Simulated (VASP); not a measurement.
Input of a VASP 6.6.1 run:

POSCAR

```
Ti
1.0
    0.0000000000      2.0551516146      2.0859788888
    2.0551516146      0.0000000000      2.0859788888
    2.0551516146      2.0551516146      0.0000000000
Ti
1
Direct
    0.0000000000      0.0000000000      0.0000000000
```

Contents of INCAR.step1:

```
SYSTEM = Ti
ALGO = Normal ; EDIFF = 1E-4
ENCUT = 520 ; GGA = PE
ISMEAR = 0 ; LASPH = .True.
LCHARG = .False. ; LREAL = .False.
LWAVE = .True. ; NBANDS = 12
NELM = 100 ; PREC = Accurate
SIGMA = 0.15
```

File INCAR.step2:

```
SYSTEM = Ti
ALGO = Normal ; EDIFF = 1E-7
ENCUT = 520 ; ISIF = 2
ISMEAR = 0 ; ISTART = 1
LASPH = .True. ; LCHARG = .True.
LELF = .True. ; LMIXTAU = .True.
LREAL = .False. ; LVHAR = .True.
LWAVE = .False. ; METAGGA = R2SCAN
NBANDS = 12 ; NELM = 100
PREC = Accurate ; SIGMA = 0.15
```

File KPOINTS:

```
k-points
0
Gamma
  26 26 26
  0 0 0
```

Potentials or basis: VASP PAW PBE potentials, release 64 (Ti_sv).

The run is started by

```bash
$ cat potpaw_PBE.64/Ti_sv/POTCAR > POTCAR
$ cp INCAR.step1 INCAR
$ mpirun -np 1 vasp_std > vasp.out
$ cp INCAR.step2 INCAR
$ mpirun -np 1 vasp_std > vasp.out
```

Q: What does it give for the band gap on the k mesh?

A: Zero (bands 6 and 7 overlap by 1.44 eV).

Q: Predict the pressure.

A: -1.2 GPa.

Stress tensor (GPa, compression positive):
```
-1.03  0.00  0.00
 0.00 -1.03  0.00
 0.00  0.00 -1.54
```

Caveat: the cell differs from its parent crystal (strain +0.0150 x Voigt [0, 0, 1, 0, 0, 0]); the PAW data sets were made with another functional, which shifts forces and pressure a little.
